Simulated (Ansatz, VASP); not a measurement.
# Pb: VASP beside Ansatz

```
Pb
1.0
     2.16200    1.24823    4.00916
    -2.16200    1.24823    4.00916
     0.00000   -2.49646    4.00916
Pb
2
Direct
  0.22754 0.22754 0.22754
  0.77246 0.77246 0.77246
```

Alike in both runs: task single point; functional r2SCAN; k mesh 6 × 6 × 6; occupations gaussian, width 0.1 eV; no spin polarisation.

```csv
,VASP,Ansatz
version,VASP 6.6.1,Ansatz 0.2.0
potentials or method,"VASP PAW PBE potentials, release 64 (Pb_d), cutoff 520 eV","scalar-relativistic, plane waves, PAW"
valence electrons in the cell,28,28
```

```tsv
	VASP	Ansatz	Ansatz less VASP
gap on the k mesh at the Fermi level (eV)	none	none	-
pressure (GPa)	4.9	4.9	-0.01
traceless stress, the component that is largest in VASP (GPa)	-1.41	-1.40	+0.007
rms of the force components (eV/Å)	0.871	0.866	-0.0048
```

VASP's potentials were made for PBE, not for r2SCAN. Atom by atom the forces differ by 0.005 eV/Å (rms over components). A gap of «none» marks a metal or a gap that the smearing closes.

Spin-orbit coupling is off throughout.
